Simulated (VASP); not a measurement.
# Si (Fd-3m) in VASP: single point with PBEsol

Aim: the single point of Si with PBEsol.

Program: VASP 6.6.1. These are calculated values, not measurements. Logs are shortened: lines on timing, memory, paths and dates and some standing lists are left out, and cuts for length are marked.

**1. The cell of the first run**

It takes space group Fd-3m (No. 227, cubic). Conventional cell: a = 5.433 Å, b = 5.433 Å, c = 5.433 Å, α = 90.00°, β = 90.00°, γ = 90.00°. Within 3.1 Å of Si (site symmetry -43m) lie 4 Si at 2.35 Å.

**2. Single point, PBEsol**

Contents of INCAR:

```
ALGO = Normal
EDIFF = 1E-6
ENCUT = 500
GGA = PS
GGA_COMPAT = False
ISIF = 2
ISMEAR = 0
LASPH = True
LCHARG = False
LREAL = False
LWAVE = False
NBANDS = 11
NELM = 120
PREC = Accurate
SIGMA = 0.02
```

Contents of KPOINTS:

```
k-points
0
Gamma
  6 6 6
```

Contents of POSCAR:

```
Si
1.0
    0.0000000000      2.7167274812      2.7167274812
    2.7167274812      0.0000000000      2.7167274812
    2.7167274812      2.7167274812      0.0000000000
Si
2
Direct
    0.0000000000      0.0000000000      0.0000000000
    0.2500000000      0.2500000000      0.2500000000
```

Potentials or basis: VASP PAW PBE potentials, release 64 (Si).

On the command line:

```sh
cat potpaw_PBE.64/Si/POTCAR > POTCAR
mpirun -np 1 vasp_std > vasp.out
```

OUTCAR:

```text
EDIFF = 1E-6
   ENCUT = 500
   GGA = PS
   ISIF = 2
   ISMEAR = 0
   LASPH = True
   LREAL = False
   NELM = 120
   PREC = Accurate

 ion  position               nearest neighbor table
   1  0.000  0.000  0.000-   2 2.35   2 2.35   2 2.35   2 2.35
   2  0.250  0.250  0.250-   1 2.35   1 2.35   1 2.35   1 2.35

  LATTYP: Found a face centered cubic cell.
 ALAT       =     5.4334549624

  Lattice vectors:

 A1 = (   0.0000000000,   2.7167274812,   2.7167274812)
 A2 = (   2.7167274812,   0.0000000000,   2.7167274812)
 A3 = (   2.7167274812,   2.7167274812,   0.0000000000)

Analysis of symmetry for initial positions (statically):
=====================================================================
 Subroutine PRICEL returns:
 Original cell was already a primitive cell.

 Routine SETGRP: Setting up the symmetry group for a
 face centered cubic supercell.

 Subroutine GETGRP returns: Found 48 space group operations
 (whereof 24 operations were pure point group operations)
 out of a pool of 48 trial point group operations.

The static configuration has the point symmetry T_d .
 The point group associated with its full space group is O_h .

Analysis of symmetry for dynamics (positions and initial velocities):
=====================================================================
 Subroutine PRICEL returns:
 Original cell was already a primitive cell.

 Routine SETGRP: Setting up the symmetry group for a
 face centered cubic supercell.

 Subroutine GETGRP returns: Found 48 space group operations
 (whereof 24 operations were pure point group operations)
 out of a pool of 48 trial point group operations.

The dynamic configuration has the point symmetry T_d .
 The point group associated with its full space group is O_h .

 Subroutine INISYM returns: Found 48 space group operations
 (whereof 24 operations are pure point group operations),
 and found     1 'primitive' translations

----------------------------------------------------------------------------------------

                                     Primitive cell

  volume of cell :      40.1022

  direct lattice vectors                    reciprocal lattice vectors
     0.000000000  2.716727481  2.716727481    -0.184044960  0.184044960  0.184044960
     2.716727481  0.000000000  2.716727481     0.184044960 -0.184044960  0.184044960
     2.716727481  2.716727481  0.000000000     0.184044960  0.184044960 -0.184044960

  length of vectors
     3.842032849  3.842032849  3.842032849     0.318775221  0.318775221  0.318775221

  position of ions in fractional coordinates (direct lattice)
     0.000000000  0.000000000  0.000000000
     0.250000000  0.250000000  0.250000000

  ion indices of the primitive-cell ions
   primitive index   ion index
                 1           1
                 2           2

----------------------------------------------------------------------------------------

 KPOINTS: k-points

Automatic generation of k-mesh.
 Grid dimensions read from file:
 generate k-points for:    6    6    6

 Generating k-lattice:

  Cartesian coordinates                     Fractional coordinates (reciprocal lattice)
    -0.030674160  0.030674160  0.030674160     0.166666667  0.000000000  0.000000000
     0.030674160 -0.030674160  0.030674160     0.000000000  0.166666667  0.000000000
     0.030674160  0.030674160 -0.030674160     0.000000000  0.000000000  0.166666667

  Length of vectors
     0.053129204  0.053129204  0.053129204

  Shift w.r.t. Gamma in fractional coordinates (k-lattice)
     0.000000000  0.000000000  0.000000000

 Subroutine IBZKPT returns following result:
 ===========================================

 Found     16 irreducible k-points:

 Following reciprocal coordinates:
            Coordinates               Weight
  0.000000  0.000000  0.000000      1.000000
  0.166667  0.000000  0.000000      8.000000
  0.333333  0.000000  0.000000      8.000000
  0.500000  0.000000  0.000000      4.000000
  0.166667  0.166667  0.000000      6.000000
  0.333333  0.166667  0.000000     24.000000
[... 8 lines left out ...]
 -0.333333  0.333333  0.166667     24.000000
 -0.333333  0.500000  0.166667     12.000000
   k-points           NKPTS =     16   k-points in BZ     NKDIM =     16   number of bands    NBANDS=     11
   number of dos      NEDOS =    301   number of ions     NIONS =      2
   total plane-waves  NPLWV =  21952
   dimension x,y,z NGX =    28 NGY =   28 NGZ =   28
   dimension x,y,z NGXF=    56 NGYF=   56 NGZF=   56
   ions per type =               2
   NGX,Y,Z   is equivalent  to a cutoff of  12.12, 12.12, 12.12 a.u.
   NGXF,Y,Z  is equivalent  to a cutoff of  24.23, 24.23, 24.23 a.u.
 SYSTEM =  unknown system
   PREC   = accura    normal or accurate (medium, high low for compatibility)
   ISTART =      0    job   : 0-new  1-cont  2-samecut
   ICHARG =      2    charge: 1-file 2-atom 10-const
   ISPIN  =      1    spin polarized calculation?
   LNONCOLLINEAR =      F non collinear calculations
   LSORBIT =      F    spin-orbit coupling
   LASPH  =      T    aspherical Exc in radial PAW
   ENCUT  =  500.0 eV  36.75 Ry    6.06 a.u.   7.00  7.00  7.00*2*pi/ulx,y,z
   NELM   =    120;   NELMIN=  2; NELMDL= -5     # of ELM steps
   EDIFF  = 0.1E-05   stopping-criterion for ELM
   LREAL  =      F    real-space projection
   EDIFFG = 0.1E-04   stopping-criterion for IOM
   NSW    =      0    number of steps for IOM
   IBRION =     -1    ionic relax: 0-MD 1-quasi-New 2-CG
   NFREE  =      0    steps in history (QN), initial steepest desc. (CG)
   ISIF   =      2    stress and relaxation
   ISYM   =      2    0-nonsym 1-usesym 2-fastsym
   POTIM  = 0.5000    time-step for ionic-motion
   TEBEG  =    0.0;   TEEND  =   0.0 temperature during run
   PSTRESS=    0.0 pullay stress
   NELECT =       8.0000    total number of electrons
   NUPDOWN=      -1.0000    fix difference up-down
   EMIN   =  10.00;   EMAX   =-10.00  energy-range for DOS
   EFERMI =   0.00;   METHOD = LEGACY
   ISMEAR =     0;   SIGMA  =   0.02  broadening in eV -4-tet -1-fermi 0-gaus
   EFERMI_NEDOS =   21; number of points for ismear=-14 and -15
   IALGO  =     38    algorithm
   IMIX   =      4    mixing-type and parameters
     AMIX     =   0.40;   BMIX     =  1.00
     AMIX_MAG =   1.60;   BMIX_MAG =  1.00
  volume/ion in A,a.u.               =      20.05       135.31
  Fermi-wavevector in a.u.,A,eV,Ry     =   0.956567  1.807650 12.449610  0.915021
  Thomas-Fermi vector in A             =   2.085507
   LORBIT       =      0    0 simple, 1 ext, 2 COOP (PROOUT), +10 PAW based schemes
   GGA     = PS    functional components
   LHFCALC =     F    Hartree Fock is set to
   AEXX    =    0.0000 exact exchange contribution
   IVDW    =     0    specifies the selected vdW correction
   LEPSILON=     F    determine dielectric tensor
   LRPA    =     F    only Hartree local field effects (RPA)
 non-spin polarized calculation
 Gauss-broadening in eV      SIGMA  =   0.02
  energy-cutoff  :      500.00
  volume of cell :       40.10
 maximum number of plane-waves:      1034
   NGX = 13   NGY = 13   NGZ = 13

 number of electron       8.0000001 magnetization

 Free energy of the ion-electron system (eV)
  ---------------------------------------------------
  ext. energy  EPLUGINS =         0.00000000
  ---------------------------------------------------
  free energy    TOTEN  =       -11.46760497 eV

  energy without entropy =      -11.46760497  energy(sigma->0) =      -11.46760497

 E-fermi :   5.9456     XC(G=0):  -9.5439

 val. band max:        5.7832689135   @ k =   0.0000   0.0000   0.0000
 cond. band min:       6.3705866235   @ k =   0.5000   0.5000   0.0000
 fundamental gap:      0.5873177100
 Fermi energy:         5.9456032092

 k-point     1 :       0.0000    0.0000    0.0000
  band No.  band energies     occupation
      1      -6.1988      2.00000
      2       5.7833      2.00000
      3       5.7833      2.00000
      4       5.7833      2.00000
      5       8.2960      0.00000
      6       8.2960      0.00000
      7       8.2960      0.00000
      8       9.0900      0.00000
      9      13.4664      0.00000
     10      13.4664      0.00000
     11      13.4838      0.00000

 k-point     2 :       0.1667    0.0000    0.0000
  band No.  band energies     occupation
      1      -5.8365      2.00000
      2       3.3841      2.00000
      3       5.3283      2.00000
      4       5.3283      2.00000
      5       8.0658      0.00000
      6       8.9469      0.00000
      7       8.9469      0.00000
      8      11.1746      0.00000
      9      12.8021      0.00000
     10      12.8021      0.00000
     11      14.6429      0.00000

 k-point     3 :       0.3333    0.0000    0.0000
  band No.  band energies     occupation
      1      -4.8166      2.00000
      2       0.4197      2.00000
      3       4.7776      2.00000
      4       4.7776      2.00000
      5       7.4680      0.00000
      6       9.2279      0.00000
      7       9.2279      0.00000
      8      13.4829      0.00000
      9      13.7029      0.00000
     10      13.7029      0.00000
     11      14.7450      0.00000

 k-point     4 :       0.5000    0.0000    0.0000
  band No.  band energies     occupation
      1      -3.8520      2.00000
      2      -1.2273      2.00000
      3       4.5802      2.00000
      4       4.5802      2.00000
      5       7.2412      0.00000
      6       9.0522      0.00000
      7       9.0522      0.00000
      8      13.2895      0.00000
      9      16.2863      0.00000
     10      16.2863      0.00000
     11      16.9914      0.00000

 k-point     5 :       0.1667    0.1667    0.0000
  band No.  band energies     occupation
      1      -5.7134      2.00000
      2       3.7409      2.00000
      3       4.5763      2.00000
      4       4.5763      2.00000
      5       7.4039      0.00000
      6      10.0000      0.00000
      7      10.0891      0.00000
      8      10.0891      0.00000
      9      12.3263      0.00000
     10      14.0038      0.00000
     11      15.3160      0.00000
[... 99 lines left out ...]
 k-point    13 :       0.5000    0.5000    0.0000
  band No.  band energies     occupation
      1      -2.0426      2.00000
      2      -2.0426      2.00000
      3       2.9108      2.00000
      4       2.9108      2.00000
      5       6.3706      0.00000
      6       6.3706      0.00000
      7      15.8325      0.00000
      8      15.8325      0.00000
      9      16.7101      0.00000
     10      16.7101      0.00000
     11      18.2673      0.00000

 k-point    14 :       0.5000    0.3333    0.1667
  band No.  band energies     occupation
      1      -3.9011      2.00000
      2       0.1330      2.00000
      3       2.1675      2.00000
      4       3.4605      2.00000
      5       8.5545      0.00000
      6       9.3891      0.00000
      7       9.9554      0.00000
      8      12.7967      0.00000
      9      14.7213      0.00000
     10      15.6060      0.00000
     11      18.7259      0.00000

 k-point    15 :      -0.3333    0.3333    0.1667
  band No.  band energies     occupation
      1      -2.9080      2.00000
      2      -1.0744      2.00000
      3       1.7247      2.00000
      4       2.9863      2.00000
      5       9.0391      0.00000
      6       9.2669      0.00000
      7      11.7960      0.00000
      8      12.2315      0.00000
      9      13.2835      0.00000
     10      16.8214      0.00000
     11      17.6634      0.00000

 k-point    16 :      -0.3333    0.5000    0.1667
  band No.  band energies     occupation
      1      -1.9187      2.00000
      2      -1.9187      2.00000
      3       2.0914      2.00000
      4       2.0914      2.00000
      5       8.4356      0.00000
      6       8.4356      0.00000
      7      12.4755      0.00000
      8      12.4755      0.00000
      9      16.3019      0.00000
     10      16.3019      0.00000
     11      18.6715      0.00000

------------------------ aborting loop because EDIFF is reached ----------------------------------------

  FORCE on cell =-STRESS in cart. coord.  units (eV):
  Direction    XX          YY          ZZ          XY          YZ          ZX
  --------------------------------------------------------------------------------------
  -------------------------------------------------------------------------------------
  Total        0.0489541      0.0489541      0.0489541      0.0000000     -0.0000000      0.0000000
  in kB        1.9558299      1.9558299      1.9558299      0.0000000     -0.0000000      0.0000000
  external PRESSURE =       1.9558299 kB  Pullay stress =       0.0000000 kB

 VOLUME and BASIS-vectors are now :
 -----------------------------------------------------------------------------
  energy-cutoff  :      500.00
  volume of cell :       40.10
      direct lattice vectors                 reciprocal lattice vectors
     0.000000000  2.716727481  2.716727481    -0.184044960  0.184044960  0.184044960
     2.716727481  0.000000000  2.716727481     0.184044960 -0.184044960  0.184044960
     2.716727481  2.716727481  0.000000000     0.184044960  0.184044960 -0.184044960

 POSITION                                       TOTAL-FORCE (eV/Angst)
 -----------------------------------------------------------------------------------
      0.00000      0.00000      0.00000        -0.000000     -0.000000     -0.000000
      1.35836      1.35836      1.35836         0.000000      0.000000      0.000000
 -----------------------------------------------------------------------------------
    total drift:                                0.000000      0.000000     -0.000000

  FREE ENERGIE OF THE ION-ELECTRON SYSTEM (eV)
  ---------------------------------------------------
  free  energy   TOTEN  =       -11.4676049714 eV

  energy  without entropy=      -11.4676049714  energy(sigma->0) =      -11.46760497
```

Wall time 15 s (1 thread of AMD EPYC 7R13, shared host); peak memory 0.11 GiB.

What came out:

```
Free energy            : -11.4676 eV
Pressure               : 0.2 GPa
Band gap on the k mesh : 0.59 eV, indirect (least direct gap 2.51 eV)
```

Caveat: the PAW data sets were made with another functional, which shifts forces and pressure a little.
